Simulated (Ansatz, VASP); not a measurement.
## B: VASP beside Ansatz

INCAR

```
SYSTEM = B
PREC     = Accurate       ! precision mode
ENCUT    = 520            ! plane-wave cutoff, eV
EDIFF    = 1E-7           ! SCF threshold, eV
ISMEAR   = -1             ! smearing method
SIGMA    = 0.1            ! smearing width, eV
LREAL    = .FALSE.        ! projectors in reciprocal space
LASPH    = .TRUE.         ! aspherical terms in the spheres
NELM     = 100            ! most SCF steps
ALGO     = Normal         ! electronic algorithm
ISIF     = 2              ! what is computed and relaxed
LWAVE    = .FALSE.        ! write WAVECAR
LCHARG   = .FALSE.        ! write CHGCAR
GGA      = PE             ! functional
NBANDS   = 10             ! bands
```

File KPOINTS:

```
Automatic mesh
0
G
  34 34 6
  0 0 0
```

Contents of POSCAR:

```
B
1.0
    1.6679997808      0.0000000000      0.0000000000
   -0.8339998904      1.4445301837      0.0000000000
    0.0000000000      0.0000000000      8.9077376323
B
2
Direct
    0.3333333333      0.6666666667      0.2500000000
    0.6666666667      0.3333333333      0.7500000000
```

Input for Ansatz:

```yaml
crystal:
  lattice:
    - [1.6679997808, 0.0, 0.0]
    - [-0.8339998904, 1.4445301837, 0.0]
    - [0.0, 0.0, 8.9077376323]
  atoms:
    - { symbol: B, position: [0.3333333333, 0.6666666667, 0.25] }
    - { symbol: B, position: [0.6666666667, 0.3333333333, 0.75] }
hamiltonian:
  xc: pbe
  pseudopotentials:
    kind: paw
    azcp:
      B: "pseudopotentials/B.paw.azcp"
basis:
  ecutwfc: 420
  fft_grid_basis: typed
kpoints:
  mp_grid: { grid: [34, 34, 6], shift: [0, 0, 0] }
magnetization:
  spin_polarized: false
scf:
  occupations: { method: fermi_dirac, width: 0.1 }
output:
  stress: true
```

Alike in both runs: task single point; functional PBE; k mesh 34 × 34 × 6; occupations fermi-dirac, width 0.1 eV; no spin polarisation.

```csv
,VASP,Ansatz
version,VASP 6.6.1,Ansatz 0.2.0
potentials or method,"VASP PAW PBE potentials, release 64 (B), cutoff 520 eV","plane waves (420 eV) with PAW, scalar-relativistic"
valence electrons in the cell,6,6
```

|  | VASP | Ansatz | Ansatz less VASP |
| --- | --- | --- | --- |
| pressure (GPa) | 12.9 | 12.9 | +0.04 |
| traceless stress, the component that is largest in VASP (GPa) | -12.98 | -12.91 | +0.062 |

The functional is the same, so the differences come from potentials, cutoffs and numerics.
